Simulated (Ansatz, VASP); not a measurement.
## Two plane-wave programs on CdSe

```xyz
2
Lattice="-0.0862 2.8308 2.8308 2.8308 -0.0862 2.8308 2.8308 2.8308 -0.0862" Properties=species:S:1:pos:R:3 pbc="T T T"
Cd    0.0000    0.0000    0.0000
Se    2.7877    2.7877    2.7877
```

Alike in both runs: task single point; functional PBEsol; k mesh 6 × 6 × 6; occupations fermi-dirac, width 0.05 eV; no spin polarisation.

|  | VASP | Ansatz |
| --- | --- | --- |
| version | VASP 6.6.1 | Ansatz 0.2.0 |
| potentials or method | VASP PAW PBE potentials, release 64 (Cd, Se), cutoff 520 eV | plane waves, PAW |
| valence electrons in the cell | 18 | 36 |

|  | VASP | Ansatz | Ansatz less VASP |
| --- | --- | --- | --- |
| pressure (GPa) | -3.4 | -3.7 | -0.35 |
| traceless stress, the component that is largest in VASP (GPa) | 0.71 | 0.71 | +0.007 |

VASP's potentials were made for PBE, not for PBEsol. With one functional, cell and mesh, what is left measures potentials, basis and numerics. VASP's potentials hold 18 valence electrons a cell and Ansatz's 36, so a difference there can come from the potentials and not from the codes.
